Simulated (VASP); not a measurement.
Write the native input for VASP 6.6.1 that does the following.

| Item | Value |
| --- | --- |
| Task | single point |
| Functional | PBE |
| Potentials or basis | VASP PAW PBE potentials, release 64 (Ti_sv, Al) |
| Cutoff | 520 eV |
| k mesh | 6 × 6 × 8 |
| Occupations | gaussian, width 0.1 eV |
| Spin | no spin polarisation |
| Dipole correction | no |
| Further INCAR settings | ALGO = Fast; EDIFF = 1e-06; NBANDS = 53 |

The structure of Ti3Al2 lies in POSCAR:

```
Ti3Al2
1.0
    6.5433598968      0.0000000000      0.0000000000
    0.0000000000      6.5433598968      0.0000000000
    0.0000000000      0.0000000000      3.9532414942
Ti Al
6 4
Direct
    0.0000000000      0.0000000000      0.0000000000
    0.5000000000      0.5000000000      0.5000000000
    0.8983995811      0.3007011232      0.5000000000
    0.1016004189      0.6992988768      0.5000000000
    0.6992988768      0.8983995811      0.5000000000
    0.3007011232      0.1016004189      0.5000000000
    0.7998950064      0.6021236282      0.0000000000
    0.2001049936      0.3978763718      0.0000000000
    0.6021236282      0.2001049936      0.0000000000
    0.3978763718      0.7998950064      0.0000000000
```

These files were run (other wordings do the same):

INCAR

```
PREC = Accurate
ENCUT = 520
EDIFF = 1E-6
ISMEAR = 0
SIGMA = 0.1
LREAL = False
LASPH = True
NELM = 100
ALGO = Fast
ISIF = 2
LWAVE = False
LCHARG = False
GGA = PE
NBANDS = 53
```

KPOINTS

```
regular mesh
0
Gamma
  6 6 8
```

Potentials or basis: VASP PAW PBE potentials, release 64 (Ti_sv, Al).

Launch:

```bash
$ cat potpaw_PBE.64/Ti_sv/POTCAR potpaw_PBE.64/Al/POTCAR > POTCAR
$ mpirun -np 1 vasp_std > vasp.out
```

Results of the run:

```yaml
Pressure: -3.2 GPa
Largest_force: 0.005 eV/Å
Band_gap_on_the_k_mesh: zero (bands 42 and 43 overlap by 0.72 eV)
```

Caveat: the cell stands under tension.

Wall time 18 min on 1 thread of Intel(R) Xeon(R) 6975P-C (Granite Rapids), on a shared host, peak memory 0.49 GiB.
